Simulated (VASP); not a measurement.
# CdF2 (Fmmm) in VASP: a series of runs

The runs below take CdF2 through single point, with PBE.

All numbers are computed with VASP 6.6.1; they aren't measurements. Logs are shortened: lines on timing, memory, paths and dates and some standing lists are left out, and cuts for length are marked.

### 1 The cell of the first run

Symmetry: Fmmm, No. 69, orthorhombic system. Conventional cell: a = 5.226 Å, b = 5.388 Å, c = 5.550 Å, α = 90.00°, β = 90.00°, γ = 90.00°. Cd (site symmetry mmm) has 8 F at 2.33 Å within 3.1 Å. Within 3.1 Å of F (site symmetry 222) lie 4 Cd at 2.33 Å and 6 F at 2.61 to 2.77 Å.

### 2 Single point, PBE (strain +0.0300 x Voigt [1, -1, 0, 0, 0, 0])

Input file INCAR:

```
SYSTEM = CdF2
PREC = Accurate
ENCUT = 520
EDIFF = 1E-7
ISMEAR = 0
SIGMA = 0.05
LREAL = .False.
LASPH = .True.
NELM = 80
ALGO = Normal
ISIF = 2
LWAVE = .False.
LCHARG = .True.
GGA = PE
LELF = .True.
LVHAR = .True.
NBANDS = 20
```

Input file KPOINTS:

```
regular mesh
0
Gamma
  8 8 8
  0 0 0
```

Input file POSCAR:

```
CdF2
1.0
    0.0000000000      2.6131800000      2.6940000000
    2.7748200000      0.0000000000      2.6940000000
    2.7748200000      2.6131800000      0.0000000000
Cd F
1 2
Direct
    0.0000000000      0.0000000000      0.0000000000
    0.2500000000      0.2500000000      0.2500000000
    0.7500000000      0.7500000000      0.7500000000
```

Potentials or basis: VASP PAW PBE potentials, release 64 (Cd, F).

Started as:

```
> cat potpaw_PBE.64/Cd/POTCAR potpaw_PBE.64/F/POTCAR > POTCAR
> mpirun -np 1 vasp_std > vasp.out
```

OUTCAR:

```text
SYSTEM = CdF2
   PREC = Accurate
   ENCUT = 520
   EDIFF = 1E-7
   ISMEAR = 0
   LREAL = .False.
   LASPH = .True.
   NELM = 80
   ISIF = 2
   GGA = PE

 ion  position               nearest neighbor table
   1  0.000  0.000  0.000-   3 2.33   3 2.33   3 2.33   2 2.33   3 2.33   2 2.33   2 2.33   2 2.33

   2  0.250  0.250  0.250-   1 2.33   1 2.33   1 2.33   1 2.33
   3  0.750  0.750  0.750-   1 2.33   1 2.33   1 2.33   1 2.33

  LATTYP: Found a face centered orthorhombic cell.
 ALAT       =     5.2263600000
 B/A-ratio  =     1.0309278351
 C/A-ratio  =     1.0618556701

  Lattice vectors:

 A1 = (  -2.7748200000,   0.0000000000,  -2.6940000000)
 A2 = (  -2.7748200000,   2.6131800000,   0.0000000000)
 A3 = (   0.0000000000,   2.6131800000,  -2.6940000000)

Analysis of symmetry for initial positions (statically):
=====================================================================
 Subroutine PRICEL returns:
 Original cell was already a primitive cell.

 Routine SETGRP: Setting up the symmetry group for a
 face centered orthorhombic supercell.

 Subroutine GETGRP returns: Found  8 space group operations
 (whereof  8 operations were pure point group operations)
 out of a pool of  8 trial point group operations.

The static configuration has the point symmetry D_2h.

Analysis of symmetry for dynamics (positions and initial velocities):
=====================================================================
 Subroutine PRICEL returns:
 Original cell was already a primitive cell.

 Routine SETGRP: Setting up the symmetry group for a
 face centered orthorhombic supercell.

 Subroutine GETGRP returns: Found  8 space group operations
 (whereof  8 operations were pure point group operations)
 out of a pool of  8 trial point group operations.

The dynamic configuration has the point symmetry D_2h.

 Subroutine INISYM returns: Found  8 space group operations
 (whereof  8 operations are pure point group operations),
 and found     1 'primitive' translations

----------------------------------------------------------------------------------------

                                     Primitive cell

  volume of cell :      39.0689

  direct lattice vectors                    reciprocal lattice vectors
     0.000000000  2.613180000  2.694000000    -0.180191868  0.191337757  0.185597624
     2.774820000  0.000000000  2.694000000     0.180191868 -0.191337757  0.185597624
     2.774820000  2.613180000  0.000000000     0.180191868  0.191337757 -0.185597624

  length of vectors
     3.753178082  3.867461963  3.811605403     0.321754137  0.321754137  0.321754137

  position of ions in fractional coordinates (direct lattice)
     0.000000000  0.000000000  0.000000000
     0.250000000  0.250000000  0.250000000
     0.750000000  0.750000000  0.750000000

  ion indices of the primitive-cell ions
   primitive index   ion index
                 1           1
                 2           2
                 3           3

----------------------------------------------------------------------------------------

 KPOINTS: regular mesh

Automatic generation of k-mesh.
 Grid dimensions read from file:
 generate k-points for:    8    8    8

 Generating k-lattice:

  Cartesian coordinates                     Fractional coordinates (reciprocal lattice)
    -0.022523984  0.023917220  0.023199703     0.125000000  0.000000000  0.000000000
     0.022523984 -0.023917220  0.023199703    -0.000000000  0.125000000 -0.000000000
     0.022523984  0.023917220 -0.023199703     0.000000000  0.000000000  0.125000000

  Length of vectors
     0.040219267  0.040219267  0.040219267

  Shift w.r.t. Gamma in fractional coordinates (k-lattice)
     0.000000000  0.000000000  0.000000000

 Subroutine IBZKPT returns following result:
 ===========================================

 Found     95 irreducible k-points:

 Following reciprocal coordinates:
            Coordinates               Weight
  0.000000  0.000000  0.000000      1.000000
  0.125000  0.000000  0.000000      8.000000
  0.250000  0.000000  0.000000      8.000000
  0.375000  0.000000  0.000000      8.000000
  0.500000  0.000000  0.000000      4.000000
  0.125000  0.125000  0.000000      2.000000
[... 16 lines left out ...]
  0.250000  0.000000  0.125000      8.000000
  0.375000  0.000000  0.125000      8.000000
 [... further k-points ...]
   k-points           NKPTS =     95   k-points in BZ     NKDIM =     95   number of bands    NBANDS=     20
   number of dos      NEDOS =    301   number of ions     NIONS =      3
   total plane-waves  NPLWV =  23520
   dimension x,y,z NGX =    28 NGY =   30 NGZ =   28
   dimension x,y,z NGXF=    56 NGYF=   60 NGZF=   56
   ions per type =               1   2
   NGX,Y,Z   is equivalent  to a cutoff of  12.40, 12.90, 12.21 a.u.
   NGXF,Y,Z  is equivalent  to a cutoff of  24.81, 25.79, 24.42 a.u.
 SYSTEM =  CdF2
   PREC   = accura    normal or accurate (medium, high low for compatibility)
   ISTART =      0    job   : 0-new  1-cont  2-samecut
   ICHARG =      2    charge: 1-file 2-atom 10-const
   ISPIN  =      1    spin polarized calculation?
   LNONCOLLINEAR =      F non collinear calculations
   LSORBIT =      F    spin-orbit coupling
   LASPH  =      T    aspherical Exc in radial PAW
   ENCUT  =  520.0 eV  38.22 Ry    6.18 a.u.   6.98  7.19  7.09*2*pi/ulx,y,z
   NELM   =     80;   NELMIN=  2; NELMDL= -5     # of ELM steps
   EDIFF  = 0.1E-06   stopping-criterion for ELM
   LREAL  =      F    real-space projection
   EDIFFG = 0.1E-05   stopping-criterion for IOM
   NSW    =      0    number of steps for IOM
   IBRION =     -1    ionic relax: 0-MD 1-quasi-New 2-CG
   NFREE  =      0    steps in history (QN), initial steepest desc. (CG)
   ISIF   =      2    stress and relaxation
   ISYM   =      2    0-nonsym 1-usesym 2-fastsym
   POTIM  = 0.5000    time-step for ionic-motion
   TEBEG  =    0.0;   TEEND  =   0.0 temperature during run
   PSTRESS=    0.0 pullay stress
   NELECT =      26.0000    total number of electrons
   NUPDOWN=      -1.0000    fix difference up-down
   EMIN   =  10.00;   EMAX   =-10.00  energy-range for DOS
   EFERMI =   0.00;   METHOD = LEGACY
   ISMEAR =     0;   SIGMA  =   0.05  broadening in eV -4-tet -1-fermi 0-gaus
   EFERMI_NEDOS =   21; number of points for ismear=-14 and -15
   IALGO  =     38    algorithm
   IMIX   =      4    mixing-type and parameters
     AMIX     =   0.40;   BMIX     =  1.00
     AMIX_MAG =   1.60;   BMIX_MAG =  1.00
  volume/ion in A,a.u.               =      13.02        87.88
  Fermi-wavevector in a.u.,A,eV,Ry     =   1.429296  2.700977 27.795148  2.042886
  Thomas-Fermi vector in A             =   2.549265
   LORBIT       =      0    0 simple, 1 ext, 2 COOP (PROOUT), +10 PAW based schemes
   GGA     = PE    functional components
   LHFCALC =     F    Hartree Fock is set to
   AEXX    =    0.0000 exact exchange contribution
   IVDW    =     0    specifies the selected vdW correction
   LEPSILON=     F    determine dielectric tensor
   LRPA    =     F    only Hartree local field effects (RPA)
 non-spin polarized calculation
 Gauss-broadening in eV      SIGMA  =   0.05
  energy-cutoff  :      520.00
  volume of cell :       39.07
 maximum number of plane-waves:      1066
   NGX = 13   NGY = 15   NGZ = 15

 number of electron      26.0000000 magnetization

 Free energy of the ion-electron system (eV)
  ---------------------------------------------------
  ext. energy  EPLUGINS =         0.00000000
  ---------------------------------------------------
  free energy    TOTEN  =       -10.83414294 eV

  energy without entropy =      -10.83414294  energy(sigma->0) =      -10.83414294

 E-fermi :  -1.0205     XC(G=0): -10.4190

 val. band max:       -1.2425173331   @ k =   0.5000  -0.2500   0.2500
 cond. band min:       1.7427526562   @ k =   0.0000   0.0000   0.0000
 fundamental gap:      2.9852699893
 Fermi energy:        -1.0205111654

 k-point     1 :       0.0000    0.0000    0.0000
  band No.  band energies     occupation
      1     -22.1070      2.00000
      2     -20.9862      2.00000
      3      -6.9349      2.00000
      4      -6.9138      2.00000
      5      -6.9041      2.00000
      6      -5.7316      2.00000
[... 12 lines left out ...]
     19      18.0342      0.00000
     20      19.2188      0.00000

 k-point     2 :       0.1250    0.0000    0.0000
  band No.  band energies     occupation
      1     -22.0570      2.00000
      2     -21.0313      2.00000
      3      -6.8717      2.00000
      4      -6.8474      2.00000
      5      -6.7517      2.00000
      6      -5.7473      2.00000
[... 12 lines left out ...]
     19      17.6697      0.00000
     20      18.7682      0.00000

 k-point     3 :       0.2500    0.0000    0.0000
  band No.  band energies     occupation
      1     -21.9208      2.00000
      2     -21.1532      2.00000
      3      -6.7454      2.00000
      4      -6.7030      2.00000
      5      -6.3111      2.00000
      6      -5.7535      2.00000
[... 12 lines left out ...]
     19      17.9890      0.00000
     20      18.2906      0.00000

 k-point     4 :       0.3750    0.0000    0.0000
  band No.  band energies     occupation
      1     -21.7331      2.00000
      2     -21.3234      2.00000
      3      -6.6479      2.00000
      4      -6.5798      2.00000
      5      -5.7593      2.00000
      6      -5.7137      2.00000
[... 12 lines left out ...]
     19      17.4040      0.00000
     20      17.8087      0.00000

 k-point     5 :       0.5000    0.0000    0.0000
  band No.  band energies     occupation
      1     -21.5615      2.00000
      2     -21.4871      2.00000
      3      -6.6204      2.00000
      4      -6.5410      2.00000
      5      -5.6727      2.00000
      6      -5.6339      2.00000
[... 12 lines left out ...]
     19      17.1810      0.00000
     20      17.4497      0.00000

 k-point     6 :       0.1250    0.1250    0.0000
  band No.  band energies     occupation
      1     -22.0422      2.00000
      2     -21.0435      2.00000
      3      -6.8379      2.00000
      4      -6.8285      2.00000
      5      -6.7063      2.00000
      6      -5.8012      2.00000
[... 12 lines left out ...]
     19      18.2193      0.00000
     20      18.9920      0.00000

 k-point     7 :       0.2500    0.1250    0.0000
  band No.  band energies     occupation
      1     -21.9390      2.00000
      2     -21.1332      2.00000
      3      -6.7103      2.00000
      4      -6.7068      2.00000
      5      -6.3746      2.00000
      6      -5.8833      2.00000
[... 12 lines left out ...]
     19      18.5111      0.00000
     20      19.5980      0.00000
[... 277 lines left out ...]
 k-point    20 :      -0.3750    0.3750   -0.0000
  band No.  band energies     occupation
      1     -21.5600      2.00000
      2     -21.4465      2.00000
      3      -6.5052      2.00000
      4      -6.1076      2.00000
      5      -5.7882      2.00000
      6      -5.7861      2.00000
[... 12 lines left out ...]
     19      19.0009      0.00000
     20      19.7488      0.00000

 k-point    21 :       0.5000    0.5000    0.0000
  band No.  band energies     occupation
      1     -21.6393      2.00000
      2     -21.3585      2.00000
      3      -6.7113      2.00000
      4      -6.0626      2.00000
      5      -5.8814      2.00000
      6      -5.6130      2.00000
[... 12 lines left out ...]
     19      18.1726      0.00000
     20      20.2309      0.00000

 k-point    22 :       0.1250    0.0000    0.1250
  band No.  band energies     occupation
      1     -22.0315      2.00000
      2     -21.0557      2.00000
      3      -6.8468      2.00000
      4      -6.8371      2.00000
      5      -6.6817      2.00000
      6      -5.7894      2.00000
[... 12 lines left out ...]
     19      18.2369      0.00000
     20      18.7437      0.00000

 k-point    23 :       0.2500    0.0000    0.1250
  band No.  band energies     occupation
      1     -21.9188      2.00000
      2     -21.1561      2.00000
      3      -6.7250      2.00000
      4      -6.7039      2.00000
      5      -6.3519      2.00000
      6      -5.8773      2.00000
[... 12 lines left out ...]
     19      18.0862      0.00000
     20      19.7899      0.00000

 k-point    24 :       0.3750    0.0000    0.1250
  band No.  band energies     occupation
      1     -21.7490      2.00000
      2     -21.3065      2.00000
      3      -6.6046      2.00000
      4      -6.5505      2.00000
      5      -5.8954      2.00000
      6      -5.8739      2.00000
[... 12 lines left out ...]
     19      17.6024      0.00000
     20      19.7876      0.00000

 [... further k-points ...]

------------------------ aborting loop because EDIFF is reached ----------------------------------------

  FORCE on cell =-STRESS in cart. coord.  units (eV):
  Direction    XX          YY          ZZ          XY          YZ          ZX
  --------------------------------------------------------------------------------------
  -------------------------------------------------------------------------------------
  Total        0.7430218      2.3324258      1.5074003      0.0000000      0.0000000      0.0000000
  in kB       30.4705565     95.6503784     61.8169312      0.0000000      0.0000000      0.0000000
  external PRESSURE =      62.6459554 kB  Pullay stress =       0.0000000 kB

 VOLUME and BASIS-vectors are now :
 -----------------------------------------------------------------------------
  energy-cutoff  :      520.00
  volume of cell :       39.07
      direct lattice vectors                 reciprocal lattice vectors
     0.000000000  2.613180000  2.694000000    -0.180191868  0.191337757  0.185597624
     2.774820000  0.000000000  2.694000000     0.180191868 -0.191337757  0.185597624
     2.774820000  2.613180000  0.000000000     0.180191868  0.191337757 -0.185597624

 POSITION                                       TOTAL-FORCE (eV/Angst)
 -----------------------------------------------------------------------------------
      0.00000      0.00000      0.00000         0.000000      0.000000      0.000000
      1.38741      1.30659      1.34700        -0.000000      0.000000      0.000000
      4.16223      3.91977      4.04100        -0.000000     -0.000000      0.000000
 -----------------------------------------------------------------------------------
    total drift:                                0.000000      0.000000      0.000000

  FREE ENERGIE OF THE ION-ELECTRON SYSTEM (eV)
  ---------------------------------------------------
  free  energy   TOTEN  =       -10.8341429380 eV

  energy  without entropy=      -10.8341429380  energy(sigma->0) =      -10.83414294
```

Wall time 38 s (1 thread of AMD EPYC 9R45 (Zen 5), shared host); peak memory 0.18 GiB.

Results:

| Property | Result |
| --- | --- |
| Free energy | -10.8341 eV |
| Pressure | 6.3 GPa |
| Band gap on the k mesh | 2.99 eV (least direct gap 3.46 eV) |

Caveat: the cell differs from its parent crystal (strain +0.0300 x Voigt [1, -1, 0, 0, 0, 0]); the cell stands under pressure. A k mesh can miss the band edges.

(Part 1 of 2 ends here.)
